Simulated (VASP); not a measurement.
Wanted: the native input for a VASP 6.6.1 run.

- Task: single point
- Functional: r2SCAN
- Potentials or basis: VASP PAW PBE potentials, release 64 (C)
- Cutoff: 520 eV
- k mesh: 6 × 6 × 6
- Occupations: gaussian, width 0.05 eV
- Spin: no spin polarisation
- Dipole correction: no
- Further INCAR settings: ALGO = Normal; EDIFF = 1e-06; NBANDS = 26

Crystal: C.

```
CELL_PARAMETERS angstrom
3.56040 -0.00076 0.03142
0.00076 -3.38420 0.01233
-0.03142 0.01233 -3.57934
ATOMIC_POSITIONS crystal
C 0.59251 0.04145 0.93276
C 0.05184 0.52202 0.00960
C 0.97427 0.09108 0.50273
C 0.52465 0.52493 0.47736
C 0.68022 0.69108 0.80501
C 0.16718 0.20394 0.77731
C 0.30021 0.73276 0.25043
C 0.70911 0.19274 0.24481
```

This cell differs from its parent crystal: atoms moved at random and the cell strained at random.

These files were run (other wordings do the same):

POSCAR

```
C
1.0
    3.5603960694     -0.0007598941      0.0314231719
    0.0007598941     -3.3842009619      0.0123254056
   -0.0314231719      0.0123254056     -3.5793357336
C
8
Direct
    0.5925125321      0.0414486800     -0.0672404355
    0.0518387386      0.5220154058      0.0095961221
   -0.0257289596      0.0910796554      0.5027256325
    0.5246515783      0.5249263795      0.4773605678
    0.6802192968      0.6910847141      0.8050061732
    0.1671811538      0.2039410684      0.7773097188
    0.3002146987      0.7327609423      0.2504282381
    0.7091109612      0.1927431546      0.2448139829
```

INCAR.step1

```
PREC = Accurate ; ENCUT = 520
ISMEAR = 0 ; SIGMA = 0.05
LREAL = F ; LASPH = T
NELM = 80 ; NBANDS = 26
GGA = PE ; ALGO = Normal
EDIFF = 1E-4 ; LWAVE = T
LCHARG = F
```

INCAR.step2

```
PREC = Accurate ; ENCUT = 520
EDIFF = 1E-6 ; ISMEAR = 0
SIGMA = 0.05 ; LREAL = F
LASPH = T ; NELM = 80
ALGO = Normal ; ISIF = 2
LWAVE = F ; LCHARG = F
METAGGA = R2SCAN ; LMIXTAU = T
NBANDS = 26 ; ISTART = 1
```

KPOINTS

```
Automatic mesh
0
Gamma
  6 6 6
```

Potentials or basis: VASP PAW PBE potentials, release 64 (C).

The run is started by

```bash
$ cat potpaw_PBE.64/C/POTCAR > POTCAR
$ cp INCAR.step1 INCAR
$ mpirun -np 1 vasp_std > vasp.out
$ cp INCAR.step2 INCAR
$ mpirun -np 1 vasp_std > vasp.out
```

It gave:

* Pressure: 91.7 GPa
* Largest force: 11.743 eV/Å
* Band gap on the k mesh: zero (bands 16 and 17 overlap by 1.43 eV)

Caveat: the cell differs from its parent crystal (atoms moved at random and the cell strained at random); the cell stands under pressure; the PAW data sets were made with another functional, which shifts forces and pressure a little.

Wall time 3.7 min on 1 thread of Intel(R) Xeon(R) Platinum 8488C (Sapphire Rapids), on a shared host, peak memory 0.21 GiB.
